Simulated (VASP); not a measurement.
# NaH (P6/mmm) in VASP: notebook, part 2 of 2

VASP 6.6.1. The steps go on from the part before.

## (4) Single point, PBE

This run uses another cell than the first one, of 55.90 Å³/atom.

INCAR

```
SYSTEM = NaH
  ALGO = Normal
  EDIFF = 1E-7
  ENCUT = 520
  GGA = PE
  ISIF = 2
  ISMEAR = 0
  LASPH = .TRUE.
  LCHARG = .FALSE.
  LREAL = .FALSE.
  LWAVE = .FALSE.
  NBANDS = 11
  NELM = 100
  PREC = Accurate
  SIGMA = 0.02
```

KPOINTS

```
k-points
0
G
  6 6 6
  0 0 0
```

POSCAR

```
NaH
1.0
    5.6688408445      0.0000000000      0.0000000000
   -2.8344204222      4.9093601813      0.0000000000
    0.0000000000      0.0000000000      4.0170676343
Na H
1 1
Direct
    0.0000000000      0.0000000000      0.5000000000
    0.0000000000      0.0000000000      0.0000000000
```

Potentials or basis: VASP PAW PBE potentials, release 64 (Na_pv, H).

The run is started by

```bash
$ cat potpaw_PBE.64/Na_pv/POTCAR potpaw_PBE.64/H/POTCAR > POTCAR
$ mpirun -np 1 vasp_std > vasp.out
```

OUTCAR:

```text
SYSTEM = NaH
   EDIFF = 1E-7
   ENCUT = 520
   GGA = PE
   ISIF = 2
   ISMEAR = 0
   LASPH = .TRUE.
   LREAL = .FALSE.
   NELM = 100
   PREC = Accurate

 ion  position               nearest neighbor table
   1  0.000  0.000  0.500-
   2  0.000  0.000  0.000-

  LATTYP: Found a hexagonal cell.
 ALAT       =     5.6688408445
 C/A-ratio  =     0.7086224053

  Lattice vectors:

 A1 = (   5.6688408445,   0.0000000000,   0.0000000000)
 A2 = (  -2.8344204222,   4.9093601813,   0.0000000000)
 A3 = (   0.0000000000,   0.0000000000,   4.0170676343)

Analysis of symmetry for initial positions (statically):
=====================================================================
 Subroutine PRICEL returns:
 Original cell was already a primitive cell.

 Routine SETGRP: Setting up the symmetry group for a
 hexagonal supercell.

 Subroutine GETGRP returns: Found 24 space group operations
 (whereof 24 operations were pure point group operations)
 out of a pool of 24 trial point group operations.

The static configuration has the point symmetry D_6h.

Analysis of symmetry for dynamics (positions and initial velocities):
[... 168 lines left out ...]
      1     -26.3625      2.00000
      2     -26.3624      2.00000
      3     -26.1680      2.00000
      4      -4.6456      2.00000
      5       0.3688      0.00000
      6       2.9386      0.00000
      7       2.9391      0.00000
      8       4.4108      0.00000
      9       4.4125      0.00000
     10       5.2516      0.00000
     11       6.3435      0.00000
[... 309 lines left out ...]
 k-point    24 :       0.3333   -0.0000    0.5000
  band No.  band energies     occupation
      1     -26.3617      2.00000
      2     -26.3616      2.00000
      3     -26.1853      2.00000
      4      -3.6722      2.00000
      5       0.6091      0.00000
      6       2.2185      0.00000
      7       2.8048      0.00000
      8       4.3290      0.00000
      9       4.4566      0.00000
     10       4.5628      0.00000
     11       5.3535      0.00000

 [... further k-points ...]

------------------------ aborting loop because EDIFF is reached ----------------------------------------

  FORCE on cell =-STRESS in cart. coord.  units (eV):
  Direction    XX          YY          ZZ          XY          YZ          ZX
  --------------------------------------------------------------------------------------
  -------------------------------------------------------------------------------------
  Total        0.0063487      0.0063487      0.0091386      0.0000000      0.0000000      0.0000000
  in kB        0.0909840      0.0909840      0.1309667      0.0000000      0.0000000      0.0000000
  external PRESSURE =       0.1043116 kB  Pullay stress =       0.0000000 kB

 VOLUME and BASIS-vectors are now :
 -----------------------------------------------------------------------------
  energy-cutoff  :      520.00
  volume of cell :      111.80
      direct lattice vectors                 reciprocal lattice vectors
     5.668840845  0.000000000  0.000000000     0.176402906  0.101846265  0.000000000
    -2.834420422  4.909360181  0.000000000     0.000000000  0.203692531  0.000000000
     0.000000000  0.000000000  4.017067634     0.000000000  0.000000000  0.248937805

 POSITION                                       TOTAL-FORCE (eV/Angst)
 -----------------------------------------------------------------------------------
      0.00000      0.00000      2.00853         0.000000      0.000000      0.000000
      0.00000      0.00000      0.00000        -0.000000      0.000000      0.000000
 -----------------------------------------------------------------------------------
    total drift:                                0.000000     -0.000000      0.000000

  FREE ENERGIE OF THE ION-ELECTRON SYSTEM (eV)
  ---------------------------------------------------
  free  energy   TOTEN  =        -4.4149342300 eV

  energy  without entropy=       -4.4149342300  energy(sigma->0) =       -4.41493423
```

stdout:

```text
POSCAR found type information on POSCAR NaH
 POSCAR found :  2 types and       2 ions
 scaLAPACK will be used
 LDA part: xc-table for (Slater+PW92), standard interpolation
 POSCAR, INCAR and KPOINTS ok, starting setup
 FFT: planning ... GRIDC
 FFT: planning ... GRID_SOFT
 FFT: planning ... GRID
 WAVECAR not read
 entering main loop
```

It took 36 s on 1 thread of Intel Xeon 8259CL, shared host; peak memory 0.22 GiB.

Results:

```
Free energy            : -4.4149 eV
Pressure               : 0.0 GPa
Band gap on the k mesh : 3.37 eV (least direct gap 3.73 eV)
```

## (5) Relaxation of cell and atoms, PBE

INCAR

```
ALGO     = Normal         # electronic algorithm
EDIFF    = 1E-6           # SCF threshold, eV
EDIFFG   = -0.04          # ionic threshold
ENCUT    = 600            # plane-wave cutoff, eV
GGA      = PE             # functional
IBRION   = 2              # ionic algorithm
ISIF     = 3              # what is computed and relaxed
ISMEAR   = 0              # smearing method
LASPH    = True           # aspherical terms in the spheres
LCHARG   = False          # write CHGCAR
LREAL    = False          # projectors in reciprocal space
LWAVE    = False          # write WAVECAR
NELM     = 100            # most SCF steps
NSW      = 90             # ionic steps
PREC     = Accurate       # precision mode
SIGMA    = 0.1            # smearing width, eV
```

KPOINTS

```
k-points
0
Gamma
  9 9 4
```

POSCAR

```
NaH
1.0
    2.7146067700      0.0000000000      0.0000000000
   -1.3573033800      2.3509184200      0.0000000000
    0.0000000000      0.0000000000      4.6346619200
Na H
1 1
Direct
    0.0000000000      0.0000000000      0.5000000000
    0.0000000000      0.0000000000      0.0000000000
```

The run is started by

```bash
$ cat potpaw_PBE.64/Na_pv/POTCAR potpaw_PBE.64/H/POTCAR > POTCAR
$ mpirun -np 1 vasp_std > vasp.out
```

Run time: 78 s. Hardware: 1 thread of Intel Xeon 8259CL, shared host; peak memory 0.15 GiB.

It converged, with:

- Free energy: -4.2715 eV
- Relaxed volume: 29.41 Å³/atom
- Relaxed cell: a = 4.146 Å, b = 4.146 Å, c = 3.951 Å, α = 90.00°, β = 90.00°, γ = 120.00°
- Space group after relaxing (to 0.1 Å): P6/mmm (No. 191)
- Energy gained by relaxing: 761.1 meV/atom
- Ionic steps: 11
- Pressure after relaxing: 0.0 GPa
- Band gap on the k mesh: 2.23 eV (least direct gap 3.11 eV)

Stress tensor (GPa, compression positive):
```
-0.03  0.00  0.00
 0.00 -0.03  0.00
 0.00  0.00  0.19
```

Step by step:
| step | energy change (eV) | largest force (eV/Å) | pressure (GPa) | volume (Å³) |
| --- | --- | --- | --- | --- |
| 1 | 0.0000 | 0.0000 | 5.11 | 29.58 |
| 2 | -0.6596 | 0.0000 | 3.63 | 31.39 |
| 3 | -0.3318 | 0.0000 | 18.47 | 33.61 |
| 4 | -1.1401 | 0.0000 | 5.60 | 32.94 |
| 5 | -1.1459 | 0.0000 | 7.94 | 33.36 |
| 6 | -1.1594 | 0.0000 | 7.34 | 33.28 |
| 7 | -1.3455 | 0.0000 | 3.48 | 39.20 |
| 8 | -1.4594 | 0.0000 | 0.46 | 48.80 |
| 9 | -1.4690 | 0.0000 | -0.25 | 52.79 |
| 10 | -1.5194 | 0.0000 | 0.01 | 57.31 |
| 11 | -1.5222 | 0.0000 | 0.04 | 58.83 |

Final structure:
```
CELL_PARAMETERS angstrom
4.14640 0.00000 0.00000
-2.07320 3.59089 0.00000
0.00000 0.00000 3.95116
ATOMIC_POSITIONS crystal
Na 0.00000 0.00000 0.50000
H 0.00000 0.00000 0.00000
```

Levels at points of the mesh, in eV from the valence-band top:
| k point | band 2 | band 3 | band 4 | band 5 | band 6 | band 7 |
| --- | --- | --- | --- | --- | --- | --- |
| (0.00, 0.00, 0.00) | -23.05 | -22.84 | -2.01 | 4.45 | 9.01 | 10.32 |
| (0.00, 0.00, 0.50) | -23.05 | -22.87 | -0.88 | 2.23 | 8.22 | 11.86 |

Caveat: the volume moved by over 15 % at a fixed basis, so the end points are rough; an odd mesh through Γ misses points on the zone boundary, where band edges can lie.

## (6) Relaxation of cell and atoms, PBE

This run uses another cell than the first one, of 38.43 Å³/atom.

INCAR

```
PREC = Accurate
ENCUT = 600
EDIFF = 1E-6
ISMEAR = 0
SIGMA = 0.02
LREAL = False
LASPH = True
NELM = 60
ALGO = Normal
ISIF = 3
LWAVE = False
LCHARG = False
GGA = PE
IBRION = 2
NSW = 100
EDIFFG = -0.01
```

KPOINTS

```
Automatic mesh
0
Gamma
  6 6 6
```

POSCAR

```
NaH
1.0
    4.7174062724      0.0000000000      0.0000000000
   -2.3587031362      4.0853936718      0.0000000000
    0.0000000000      0.0000000000      3.9878497144
Na H
1 1
Direct
    0.0000000000      0.0000000000      0.5000000000
    0.0000000000      0.0000000000      0.0000000000
```

Potentials or basis: VASP PAW PBE potentials, release 64 (Na_pv, H).

The run is started by

```bash
$ cat potpaw_PBE.64/Na_pv/POTCAR potpaw_PBE.64/H/POTCAR > POTCAR
$ mpirun -np 1 vasp_std > vasp.out
```

It took 3.7 min on 1 thread of Intel Xeon 8259CL, shared host; peak memory 0.22 GiB.

Results (log left out):

```yaml
Free_energy: -4.4090 eV
Relaxed_volume: 50.42 Å³/atom
Relaxed_cell: a = 5.386 Å, b = 5.386 Å, c = 4.015 Å, α = 90.00°, β = 90.00°, γ = 120.00°
Space_group_after_relaxing_to_0.1_Å: P6/mmm (No. 191)
Energy_gained_by_relaxing: 8.1 meV/atom
Ionic_steps: 18
Pressure_after_relaxing: 0.0 GPa
Band_gap_on_the_k_mesh: 3.33 eV (least direct gap 3.63 eV)
```

Step by step:
| step | energy change (eV) | largest force (eV/Å) | pressure (GPa) | volume (Å³) |
| --- | --- | --- | --- | --- |
| 1 | 0.0000 | 0.0000 | 0.20 | 76.86 |
| 2 | -0.0007 | 0.0000 | 0.17 | 77.38 |
| 3 | -0.0024 | 0.0000 | 0.10 | 78.97 |
| 4 | -0.0047 | 0.0000 | -0.03 | 82.21 |
| 5 | -0.0042 | 0.0000 | -0.25 | 88.93 |
| 6 | -0.0053 | 0.0000 | -0.15 | 85.31 |
| 7 | -0.0056 | 0.0000 | -0.14 | 85.58 |
| 8 | -0.0067 | 0.0000 | -0.14 | 86.41 |
| 9 | -0.0087 | 0.0000 | -0.12 | 88.08 |
| 10 | -0.0119 | 0.0000 | -0.09 | 91.46 |
| 11 | -0.0156 | 0.0000 | -0.05 | 98.39 |
| 12 | -0.0129 | 0.0000 | 0.02 | 112.90 |
| 13 | -0.0161 | 0.0000 | -0.04 | 102.18 |
| 14 | -0.0160 | 0.0000 | -0.02 | 101.26 |
| 15 | -0.0161 | 0.0000 | -0.02 | 101.78 |
| 16 | -0.0161 | 0.0000 | -0.02 | 101.28 |
| 17 | -0.0160 | 0.0000 | 0.05 | 99.76 |
| 18 | -0.0161 | 0.0000 | 0.00 | 100.85 |

Final structure:
```
Na H
1.0
     5.38555    0.00000    0.00000
    -2.69278    4.66403    0.00000
     0.00000    0.00000    4.01497
Na H
1 1
Direct
  0.00000 0.00000 0.50000
  0.00000 0.00000 0.00000
```

Levels at points of the mesh, in eV from the valence-band top:
| k point | band 1 | band 2 | band 3 | band 4 | band 5 | band 6 | band 7 | band 8 |
| --- | --- | --- | --- | --- | --- | --- | --- | --- |
| (0.00, 0.00, 0.00) | -22.76 | -22.76 | -22.57 | -1.10 | 4.08 | 7.00 | 7.00 | 8.45 |
| (0.50, 0.00, 0.00) | -22.76 | -22.76 | -22.57 | -0.79 | 3.33 | 5.46 | 5.96 | 8.65 |
| (0.00, 0.00, 0.50) | -22.76 | -22.76 | -22.58 | -0.19 | 3.44 | 6.71 | 8.98 | 8.98 |
| (0.50, 0.00, 0.50) | -22.76 | -22.76 | -22.58 | -0.02 | 4.81 | 5.56 | 5.65 | 8.08 |

Caveat: the volume moved by over 15 % at a fixed basis, so the end points are rough.

## (7) Overview

```tsv
task	cell	k mesh	cutoff (eV)	smearing	gap on the mesh (eV)	pressure (GPa)	relaxed volume (Å³/atom)
single point	a = 2.715, b = 2.715, c = 4.635 Å, angles 90.0, 90.0, 120.0°, 2 atoms	9 × 9 × 4	520	gaussian 0.1 eV	none	5.1	-
single point	a = 4.717, b = 4.717, c = 3.988 Å, angles 90.0, 90.0, 120.0°, 2 atoms	9 × 9 × 4	520	gaussian 0.1 eV	2.93	0.2	-
single point	a = 5.669, b = 5.669, c = 4.017 Å, angles 90.0, 90.0, 120.0°, 2 atoms	6 × 6 × 6	520	gaussian 0.02 eV	3.37	0.0	-
relaxation of cell and atoms	relaxed from a = 2.715, b = 2.715, c = 4.635 Å, angles 90.0, 90.0, 120.0°, 2 atoms	9 × 9 × 4	600	gaussian 0.1 eV	2.23	0.0	29.41
relaxation of cell and atoms	relaxed from a = 4.717, b = 4.717, c = 3.988 Å, angles 90.0, 90.0, 120.0°, 2 atoms	6 × 6 × 6	600	gaussian 0.02 eV	3.33	0.0	50.42
```

Alike in all rows: level PBE; potentials or basis VASP PAW PBE potentials, release 64 (Na_pv, H); no spin polarisation.

Caveats: an odd mesh through Γ misses points on the zone boundary, where band edges can lie (at least some runs); the volume moved by over 15 % at a fixed basis, so the end points are rough (at least some runs); the cell stands under pressure (at least some runs).

Total energies depend on the potentials used, so only differences within one code and one set of settings carry meaning.
